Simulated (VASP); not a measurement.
# Sb: single point with BLYP

Crystal: Sb.

```
Sb
1.0
    -1.96358    1.96358    1.96358
     1.96358   -1.96358    1.96358
     1.96358    1.96358   -1.96358
Sb
1
Direct
  0.00000 0.00000 0.00000
```

* Program: VASP 6.6.1
* Task: single point
* Functional: BLYP
* Potentials or basis: VASP PAW PBE potentials, release 64 (Sb)
* Cutoff: 520 eV
* k mesh: 10 × 10 × 10
* Occupations: fermi-dirac, width 0.05 eV
* Spin: no spin polarisation

```json
{
  "Pressure": "0.1 GPa"
}
```

Levels at points of the mesh, in eV from the Fermi level:
```
           k point  band 1  band 2  band 3  band 4  band 5  band 6
(0.00, 0.00, 0.00)  -11.95    4.49    4.49    4.49   10.24   10.24
(0.50, 0.00, 0.00)   -8.68   -4.75    1.37    3.33    6.37    7.04
(0.50, 0.50, 0.50)   -6.21   -1.72   -1.72   -1.72    3.61    3.61
```

Wall time 8.8 s on 1 thread of AMD EPYC 9R45 96-Core Processor (Zen 5) (shared host), peak memory 0.13 GiB.

Caveat: the PAW data sets were made with another functional, which shifts forces and pressure a little; spin-orbit coupling is left out, which moves the levels of the heavy elements.
